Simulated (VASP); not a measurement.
The system is Ba.

```
Ba
1.0
     4.45449    0.00000    0.00000
    -2.22724    3.85770    0.00000
     0.00000    0.00000   14.54836
Ba
4
Direct
  0.00000 0.00000 0.00000
  0.00000 0.00000 0.50000
  0.33333 0.66667 0.25000
  0.66667 0.33333 0.75000
```

This isn't the form of Ba at room conditions, which is bcc.

| Quantity | Value |
| --- | --- |
| Program | VASP 6.6.1 |
| Task | relaxation of cell and atoms |
| Functional | BLYP |
| Potentials or basis | VASP PAW PBE potentials, release 64 (Ba_sv) |
| Cutoff | 600 eV |
| k mesh | 8 × 8 × 3 |
| Occupations | fermi-dirac, width 0.1 eV |
| Spin | no spin polarisation |

At the start: pressure 0.7 GPa; volume 62.50 Å³/atom.

Task: Where does the relaxation end?

Result: Over 4 steps the energy falls by 10.9 meV/atom and the volume is 67.65 Å³/atom (+8.2 %); space group P6_3/mmc (No. 194, to 0.1 Å) before and after.

The path:
| step | energy change (eV) | largest force (eV/Å) | pressure (GPa) | volume (Å³) |
| --- | --- | --- | --- | --- |
| 1 | 0.0000 | 0.0000 | 0.70 | 250.00 |
| 2 | -0.0324 | 0.0000 | 0.33 | 260.01 |
| 3 | -0.0434 | 0.0000 | 0.03 | 269.48 |
| 4 | -0.0435 | 0.0000 | 0.00 | 270.61 |

Final structure:
```
Ba
1.0
     4.57472    0.00000    0.00000
    -2.28736    3.96182    0.00000
     0.00000    0.00000   14.93095
Ba
4
Direct
  0.00000 0.00000 0.00000
  0.00000 0.00000 0.50000
  0.33333 0.66667 0.25000
  0.66667 0.33333 0.75000
```

Caveat: the PAW data sets were made with another functional, which shifts forces and pressure a little.
